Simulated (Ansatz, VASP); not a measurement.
# One calculation of TiAl3, two programs

```
Ti Al
1.0
    -1.92267    1.92267    4.31140
     1.92267   -1.92267    4.31140
     1.92267    1.92267   -4.31140
Ti Al
1 3
Direct
  0.00000 0.00000 0.00000
  0.50000 0.50000 0.00000
  0.75000 0.25000 0.50000
  0.25000 0.75000 0.50000
```

Alike in both runs: functional PBE; k mesh 16 × 16 × 16; occupations gaussian, width 0.1 eV; no spin polarisation.

Ansatz relaxed the structure, and its values are those at the end. VASP's run is a single point on that final structure, the one shown.

|  | VASP | Ansatz |
| --- | --- | --- |
| version | VASP 6.6.1 | Ansatz 0.2.0 |
| potentials or method | VASP PAW PBE potentials, release 64 (Ti_sv, Al), cutoff 520 eV | scalar-relativistic, plane waves, PAW |
| valence electrons in the cell | 21 | 21 |

Ansatz gave:

* gap on the k mesh at the Fermi level (eV): none
* pressure (GPa): 0.0

Task: Estimate VASP's values.

Result: gap on the k mesh at the Fermi level (eV): none; pressure (GPa): -0.1.

A gap of «none» marks a metal or a gap that the smearing closes.
